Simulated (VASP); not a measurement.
# MnO (Fm-3m) in VASP: single point with PBE+U

Aim: the single point of MnO with PBE+U.

Everything below comes from runs of VASP 6.6.1. Logs are shortened: lines on timing, memory, paths and dates and some standing lists are left out, and cuts for length are marked.

## 1. The cell of the first run

Symmetry: Fm-3m, No. 225, cubic system. The conventional cell has a = 4.444 Å, b = 4.444 Å, c = 4.444 Å, α = 90.00°, β = 90.00°, γ = 90.00°. Mn (site symmetry m-3m) has 6 O at 2.22 Å within 2.9 Å. Within 2.9 Å of O (site symmetry m-3m) lie 6 Mn at 2.22 Å.

## 2. Single point, PBE+U, collinear spin, ferromagnetic start

File INCAR:

```
SYSTEM = MnO
  PREC = Accurate
  ENCUT = 1340
  EDIFF = 1E-6
  ISMEAR = 0
  SIGMA = 0.05
  LREAL = .False.
  LASPH = .True.
  NELM = 200
  ALGO = Normal
  ISIF = 2
  LWAVE = .False.
  LCHARG = .False.
  ISPIN = 2
  MAGMOM = 5 0
  LORBIT = 11
  LMAXMIX = 4
  LDAU = .True.
  LDAUTYPE = 2
  LDAUL = 2 -1
  LDAUU = 3.9 0
  LDAUJ = 0 0
  LDAUPRINT = 1
  GGA = PE
  NBANDS = 22
  GGA_COMPAT = .False.
```

File KPOINTS:

```
regular mesh
0
Gamma
  5 5 5
  0 0 0
```

File POSCAR:

```
MnO
1.0
    0.0000000000      2.2220003343      2.2220003343
    2.2220003343      0.0000000000      2.2220003343
    2.2220003343      2.2220003343      0.0000000000
Mn O
1 1
Direct
    0.0000000000      0.0000000000      0.0000000000
    0.5000000000      0.5000000000      0.5000000000
```

Potentials or basis: VASP PAW PBE potentials, release 64 (Mn_sv, O_h).

Launch:

```sh
$ cat potpaw_PBE.64/Mn_sv/POTCAR potpaw_PBE.64/O_h/POTCAR > POTCAR
$ mpirun -np 1 vasp_std > vasp.out
```

OUTCAR:

```text
SYSTEM = MnO
   PREC = Accurate
   ENCUT = 1340
   EDIFF = 1E-6
   ISMEAR = 0
   LREAL = .False.
   LASPH = .True.
   NELM = 200
   ISIF = 2
   ISPIN = 2
   LORBIT = 11
   GGA = PE

 ion  position               nearest neighbor table
   1  0.000  0.000  0.000-
   2  0.500  0.500  0.500-

  LATTYP: Found a face centered cubic cell.
 ALAT       =     4.4440006686

  Lattice vectors:

 A1 = (   0.0000000000,   2.2220003343,   2.2220003343)
 A2 = (   2.2220003343,   0.0000000000,   2.2220003343)
 A3 = (   2.2220003343,   2.2220003343,   0.0000000000)

Analysis of symmetry for initial positions (statically):
=====================================================================
 Subroutine PRICEL returns:
 Original cell was already a primitive cell.

 Routine SETGRP: Setting up the symmetry group for a
 face centered cubic supercell.

 Subroutine GETGRP returns: Found 48 space group operations
 (whereof 48 operations were pure point group operations)
 out of a pool of 48 trial point group operations.

The static configuration has the point symmetry O_h .

Analysis of symmetry for dynamics (positions and initial velocities):
=====================================================================
 Subroutine PRICEL returns:
 Original cell was already a primitive cell.

 Routine SETGRP: Setting up the symmetry group for a
 face centered cubic supercell.

 Subroutine GETGRP returns: Found 48 space group operations
 (whereof 48 operations were pure point group operations)
 out of a pool of 48 trial point group operations.

The dynamic configuration has the point symmetry O_h .

Analysis of structural, dynamic, and magnetic symmetry:
=====================================================================
 Subroutine PRICEL returns:
 Original cell was already a primitive cell.

 Routine SETGRP: Setting up the symmetry group for a
 face centered cubic supercell.

 Subroutine GETGRP returns: Found 48 space group operations
 (whereof 48 operations were pure point group operations)
 out of a pool of 48 trial point group operations.

The overall configuration has the point symmetry O_h .

 Subroutine INISYM returns: Found 48 space group operations
 (whereof 48 operations are pure point group operations),
 and found     1 'primitive' translations

----------------------------------------------------------------------------------------

                                     Primitive cell

  volume of cell :      21.9413

  direct lattice vectors                    reciprocal lattice vectors
     0.000000000  2.222000334  2.222000334    -0.225022468  0.225022468  0.225022468
     2.222000334  0.000000000  2.222000334     0.225022468 -0.225022468  0.225022468
     2.222000334  2.222000334  0.000000000     0.225022468  0.225022468 -0.225022468

  length of vectors
     3.142383008  3.142383008  3.142383008     0.389750348  0.389750348  0.389750348

  position of ions in fractional coordinates (direct lattice)
     0.000000000  0.000000000  0.000000000
     0.500000000  0.500000000  0.500000000

  ion indices of the primitive-cell ions
   primitive index   ion index
                 1           1
                 2           2

----------------------------------------------------------------------------------------

 KPOINTS: regular mesh

Automatic generation of k-mesh.
 Grid dimensions read from file:
 generate k-points for:    5    5    5

 Generating k-lattice:

  Cartesian coordinates                     Fractional coordinates (reciprocal lattice)
    -0.045004494  0.045004494  0.045004494     0.200000000  0.000000000  0.000000000
     0.045004494 -0.045004494  0.045004494     0.000000000  0.200000000  0.000000000
     0.045004494  0.045004494 -0.045004494     0.000000000  0.000000000  0.200000000

  Length of vectors
     0.077950070  0.077950070  0.077950070

  Shift w.r.t. Gamma in fractional coordinates (k-lattice)
     0.000000000  0.000000000  0.000000000

 Subroutine IBZKPT returns following result:
 ===========================================

 Found     10 irreducible k-points:

 Following reciprocal coordinates:
            Coordinates               Weight
  0.000000  0.000000  0.000000      1.000000
  0.200000  0.000000  0.000000      8.000000
  0.400000  0.000000  0.000000      8.000000
  0.200000  0.200000  0.000000      6.000000
  0.400000  0.200000  0.000000     24.000000
 -0.400000  0.200000  0.000000     24.000000
 -0.200000  0.200000  0.000000     12.000000
  0.400000  0.400000  0.000000      6.000000
 -0.400000  0.400000  0.000000     12.000000
 -0.400000  0.400000  0.200000     24.000000
   k-points           NKPTS =     10   k-points in BZ     NKDIM =     10   number of bands    NBANDS=     22
   number of dos      NEDOS =    301   number of ions     NIONS =      2
   total plane-waves  NPLWV =  64000
   dimension x,y,z NGX =    40 NGY =   40 NGZ =   40
   dimension x,y,z NGXF=    80 NGYF=   80 NGZF=   80
   ions per type =               1   1
   NGX,Y,Z   is equivalent  to a cutoff of  21.16, 21.16, 21.16 a.u.
   NGXF,Y,Z  is equivalent  to a cutoff of  42.32, 42.32, 42.32 a.u.
 SYSTEM =  MnO
   PREC   = accura    normal or accurate (medium, high low for compatibility)
   ISTART =      0    job   : 0-new  1-cont  2-samecut
   ICHARG =      2    charge: 1-file 2-atom 10-const
   ISPIN  =      2    spin polarized calculation?
   LNONCOLLINEAR =      F non collinear calculations
   LSORBIT =      F    spin-orbit coupling
   LASPH  =      T    aspherical Exc in radial PAW
   ENCUT  = 1340.0 eV  98.49 Ry    9.92 a.u.   9.38  9.38  9.38*2*pi/ulx,y,z
   NELM   =    200;   NELMIN=  2; NELMDL= -5     # of ELM steps
   EDIFF  = 0.1E-05   stopping-criterion for ELM
   LREAL  =      F    real-space projection
[... 7 lines left out ...]
   TEBEG  =    0.0;   TEEND  =   0.0 temperature during run
   PSTRESS=    0.0 pullay stress
   NELECT =      21.0000    total number of electrons
   NUPDOWN=      -1.0000    fix difference up-down
   EMIN   =  10.00;   EMAX   =-10.00  energy-range for DOS
   EFERMI =   0.00;   METHOD = LEGACY
   ISMEAR =     0;   SIGMA  =   0.05  broadening in eV -4-tet -1-fermi 0-gaus
   EFERMI_NEDOS =   21; number of points for ismear=-14 and -15
   IALGO  =     38    algorithm
   IMIX   =      4    mixing-type and parameters
     AMIX     =   0.40;   BMIX     =  1.00
     AMIX_MAG =   1.60;   BMIX_MAG =  1.00
  volume/ion in A,a.u.               =      10.97        74.03
  Fermi-wavevector in a.u.,A,eV,Ry     =   1.613345  3.048779 35.414344  2.602881
  Thomas-Fermi vector in A             =   2.708429
   LORBIT       =     11    0 simple, 1 ext, 2 COOP (PROOUT), +10 PAW based schemes
 LDA+U is selected, type is set to LDAUTYPE =  2
   angular momentum for each species LDAUL =     2   -1
   U (eV)           for each species LDAUU =   3.9  0.0
   J (eV)           for each species LDAUJ =   0.0  0.0
   GGA     = PE    functional components
   LHFCALC =     F    Hartree Fock is set to
   AEXX    =    0.0000 exact exchange contribution
   IVDW    =     0    specifies the selected vdW correction
   LEPSILON=     F    determine dielectric tensor
   LRPA    =     F    only Hartree local field effects (RPA)
 spin polarized calculation
 Gauss-broadening in eV      SIGMA  =   0.05
  energy-cutoff  :     1340.00
  volume of cell :       21.94
 maximum number of plane-waves:      2455
 NGX is ok and might be reduce to    40
   NGX = 19   NGY = 19   NGZ = 19

atom =   1  type =  1  l = 2

 onsite density matrix

spin component  1

  0.9120 -0.0000 -0.0000 -0.0000 -0.0000
 -0.0000  0.9120 -0.0000 -0.0000  0.0000
 -0.0000 -0.0000  0.9456  0.0000  0.0000
 -0.0000 -0.0000  0.0000  0.9120 -0.0000
 -0.0000  0.0000  0.0000 -0.0000  0.9456

spin component  2

  0.0140 -0.0000 -0.0000  0.0000  0.0000
 -0.0000  0.0140 -0.0000  0.0000 -0.0000
 -0.0000 -0.0000  0.0530  0.0000 -0.0000
  0.0000  0.0000  0.0000  0.0140  0.0000
  0.0000 -0.0000 -0.0000  0.0000  0.0530

 occupancies and eigenvectors

  o =  0.0140  v =  0.0000  0.0000  0.0000  0.0000  0.0000 -0.0031 -0.0139 -0.0000  0.9999 -0.0000      0.0000  0.0000  0.0000  0.0000  0.0000  0.0000  0.0000  0.0000  0.0000  0.0000
  o =  0.0140  v =  0.0000  0.0000  0.0000  0.0000  0.0000  0.0001  0.9999  0.0000  0.0139 -0.0000      0.0000  0.0000  0.0000  0.0000  0.0000  0.0000  0.0000  0.0000  0.0000  0.0000
  o =  0.0140  v =  0.0000  0.0000  0.0000  0.0000  0.0000  1.0000 -0.0002  0.0000  0.0031 -0.0000      0.0000  0.0000  0.0000  0.0000  0.0000  0.0000  0.0000  0.0000  0.0000  0.0000
  o =  0.0530  v =  0.0000  0.0000  0.0000  0.0000  0.0000 -0.0000 -0.0000  0.9999  0.0000  0.0161      0.0000  0.0000  0.0000  0.0000  0.0000  0.0000  0.0000  0.0000  0.0000  0.0000
  o =  0.0530  v =  0.0000  0.0000  0.0000  0.0000  0.0000  0.0000  0.0000 -0.0161  0.0000  0.9999      0.0000  0.0000  0.0000  0.0000  0.0000  0.0000  0.0000  0.0000  0.0000  0.0000
  o =  0.9120  v =  1.0000  0.0000  0.0000  0.0000  0.0000  0.0000  0.0000  0.0000  0.0000  0.0000      0.0000  0.0000  0.0000  0.0000  0.0000  0.0000  0.0000  0.0000  0.0000  0.0000
  o =  0.9120  v =  0.0000 -0.9988 -0.0000 -0.0484  0.0000  0.0000  0.0000  0.0000  0.0000  0.0000      0.0000  0.0000  0.0000  0.0000  0.0000  0.0000  0.0000  0.0000  0.0000  0.0000
  o =  0.9120  v =  0.0000  0.0484  0.0000 -0.9988 -0.0000  0.0000  0.0000  0.0000  0.0000  0.0000      0.0000  0.0000  0.0000  0.0000  0.0000  0.0000  0.0000  0.0000  0.0000  0.0000
  o =  0.9456  v =  0.0000 -0.0000  0.0063  0.0000 -1.0000  0.0000  0.0000  0.0000  0.0000  0.0000      0.0000  0.0000  0.0000  0.0000  0.0000  0.0000  0.0000  0.0000  0.0000  0.0000
  o =  0.9456  v =  0.0000 -0.0000  1.0000  0.0000  0.0063  0.0000  0.0000  0.0000  0.0000  0.0000      0.0000  0.0000  0.0000  0.0000  0.0000  0.0000  0.0000  0.0000  0.0000  0.0000

 number of electron      21.0000003 magnetization       4.9999986

 Free energy of the ion-electron system (eV)
  ---------------------------------------------------
  ext. energy  EPLUGINS =         0.00000000
  ---------------------------------------------------
  free energy    TOTEN  =       -15.32179776 eV

  energy without entropy =      -15.32179776  energy(sigma->0) =      -15.32179776

 E-fermi :   9.0545     XC(G=0): -11.8550

 val. band max:        8.8695388787   @ k =   0.4000   0.0000   0.0000
 cond. band min:       9.2204054711   @ k =   0.0000   0.0000   0.0000
 fundamental gap:      0.3508665925
 Fermi energy:         9.0545227399

 spin component 1

 k-point     1 :       0.0000    0.0000    0.0000
  band No.  band energies     occupation
      1     -71.9731      1.00000
      2     -40.7199      1.00000
      3     -40.7199      1.00000
      4     -40.7199      1.00000
      5     -10.3864      1.00000
      6       5.0148      1.00000
[... 14 lines left out ...]
     21      29.2869      0.00000
     22      31.6442      0.00000
[... 201 lines left out ...]
 k-point    10 :      -0.4000    0.4000    0.2000
  band No.  band energies     occupation
      1     -71.9649      1.00000
      2     -40.7670      1.00000
      3     -40.7526      1.00000
      4     -40.7391      1.00000
      5      -9.3881      1.00000
      6       2.5076      1.00000
[... 14 lines left out ...]
     21      35.8509      0.00000
     22      35.9552      0.00000
 Fermi energy:         9.0545227399

 spin component 2

 k-point     1 :       0.0000    0.0000    0.0000
  band No.  band energies     occupation
      1     -66.9284      1.00000
      2     -35.7548      1.00000
      3     -35.7548      1.00000
      4     -35.7548      1.00000
      5      -9.9912      1.00000
      6       6.4925      1.00000
[... 14 lines left out ...]
     21      31.7917      0.00000
     22      34.4206      0.00000
[... 202 lines left out ...]
  band No.  band energies     occupation
      1     -66.9185      1.00000
      2     -35.8152      1.00000
      3     -35.7963      1.00000
      4     -35.7790      1.00000
      5      -8.9811      1.00000
      6       3.5855      1.00000
[... 14 lines left out ...]
     21      37.1865      0.00000
     22      37.8698      0.00000

------------------------ aborting loop because EDIFF is reached ----------------------------------------

  FORCE on cell =-STRESS in cart. coord.  units (eV):
  Direction    XX          YY          ZZ          XY          YZ          ZX
  --------------------------------------------------------------------------------------
  -------------------------------------------------------------------------------------
  Total        0.9281574      0.9281574      0.9281574      0.0000000     -0.0000000      0.0000000
  in kB       67.7750520     67.7750520     67.7750520      0.0000000     -0.0000000      0.0000000
  external PRESSURE =      67.7750520 kB  Pullay stress =       0.0000000 kB

 VOLUME and BASIS-vectors are now :
 -----------------------------------------------------------------------------
  energy-cutoff  :     1340.00
  volume of cell :       21.94
      direct lattice vectors                 reciprocal lattice vectors
     0.000000000  2.222000334  2.222000334    -0.225022468  0.225022468  0.225022468
     2.222000334  0.000000000  2.222000334     0.225022468 -0.225022468  0.225022468
     2.222000334  2.222000334  0.000000000     0.225022468  0.225022468 -0.225022468

 POSITION                                       TOTAL-FORCE (eV/Angst)
 -----------------------------------------------------------------------------------
      0.00000      0.00000      0.00000        -0.000000      0.000000      0.000000
      2.22200      2.22200      2.22200         0.000000     -0.000000     -0.000000
 -----------------------------------------------------------------------------------
    total drift:                                0.000000     -0.000000     -0.000000

  FREE ENERGIE OF THE ION-ELECTRON SYSTEM (eV)
  ---------------------------------------------------
  free  energy   TOTEN  =       -15.3217977640 eV

  energy  without entropy=      -15.3217977601  energy(sigma->0) =      -15.32179776

 total charge

# of ion       s       p       d       tot
------------------------------------------
    1        2.116   6.015   4.752  12.883
    2        1.037   2.316   0.000   3.353
--------------------------------------------------
tot          3.153   8.331   4.752  16.236

 magnetization (x)

# of ion       s       p       d       tot
------------------------------------------
    1        0.023   0.015   4.461   4.499
    2        0.024   0.116   0.000   0.140
--------------------------------------------------
tot          0.046   0.131   4.461   4.639
```

Run time: 56 s. Hardware: 1 thread of Intel Xeon Platinum 8375C at 2.90GHz (Ice Lake), shared host; peak memory 0.29 GiB.

What came out:

| Item | Value |
| --- | --- |
| Free energy | -15.3218 eV |
| Pressure | 6.8 GPa |
| Band gap on the k mesh | 0.35 eV (least direct gap 2.73 eV) |
| Net moment | 5.00 μB per cell |
| Site moments | Mn +4.50; O +0.14 μB |
| Valence electrons inside the program's atomic spheres | Mn 12.88; O 3.35 |

Eigenvalues of the final occupation matrices:
| site | spin | trace | eigenvalues |
| --- | --- | --- | --- |
| site 1 d | 1 | 4.63 | 0.91 0.91 0.91 0.95 0.95 |
| site 1 d | 2 | 0.15 | 0.01 0.01 0.01 0.05 0.05 |

Caveat: the k points lie up to 0.49 Å⁻¹ apart; an odd mesh through Γ misses points on the zone boundary, where band edges can lie; a cell with one magnetic atom can't hold antiferromagnetic order, which such compounds often take.
